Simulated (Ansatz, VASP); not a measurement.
## InOs: VASP beside Ansatz

The input INCAR:

```
SYSTEM = InOs
PREC = Accurate
ENCUT = 600
EDIFF = 1E-6
ISMEAR = 0
SIGMA = 0.1
LREAL = .False.
LASPH = .True.
NELM = 60
ALGO = Fast
ISIF = 3
LWAVE = .False.
LCHARG = .False.
GGA = PE
IBRION = 2
NSW = 90
EDIFFG = -0.04
```

Contents of KPOINTS:

```
regular mesh
0
Gamma
  6 6 4
  0 0 0
```

The input POSCAR:

```
InOs
1.0
    3.1335737200      0.0000000000      0.0000000000
   -1.5667868600      2.7137544500      0.0000000000
    0.0000000000      0.0000000000      4.7290287900
In Os
1 1
Direct
    0.0000000000      0.0000000000      0.0000000000
    0.3333333300      0.6666666700      0.5000000000
```

Input for Ansatz:

```yaml
crystal:
  lattice:
    - [3.13357372, 0.0, 0.0]
    - [-1.56678686, 2.71375445, 0.0]
    - [0.0, 0.0, 4.72902879]
  atoms:
    - { symbol: In, position: [0.0, 0.0, 0.0] }
    - { symbol: Os, position: [0.33333333, 0.66666667, 0.5] }
basis:
  ecutwfc: 420
kpoints:
  mp_grid: { grid: [6, 6, 4] }
hamiltonian:
  xc: pbe
scf:
  occupations: { method: gaussian, width: 0.1 }
  lower_state_search: "off"
output:
  forces: true
  stress: true
  eigenvalues: true
relax:
  adjacent_minimum: "off"
  f_tol: 0.04
  max_steps: 70
  cell: { stress_tol: 0.4 }
```

Alike in both runs: task relaxation of cell and atoms; functional PBE; k mesh 6 × 6 × 4; occupations gaussian, width 0.1 eV; no spin polarisation.

|  | VASP | Ansatz |
| --- | --- | --- |
| version | VASP 6.6.1 | Ansatz 0.2.0 |
| potentials or method | VASP PAW PBE potentials, release 64 (In_d, Os), cutoff 600 eV | scalar-relativistic, plane waves, PAW |
| valence electrons in the cell | 21 | 29 |

```tsv
	VASP	Ansatz	Ansatz less VASP
gap on the k mesh at the Fermi level, each at its own relaxed structure (eV)	none	none	-
relaxed volume (Å³/atom)	17.39	17.39	-0.005
relaxed cell length with the largest relative difference (Å)	4.349	4.351	+0.0015
```

A gap of «none» marks a metal or a gap that the smearing closes. VASP's potentials hold 21 valence electrons a cell and Ansatz's 29, so a difference there can come from the potentials and not from the codes.

The k mesh is coarse, so the values compare programs but aren't converged. Spin-orbit coupling is off throughout.
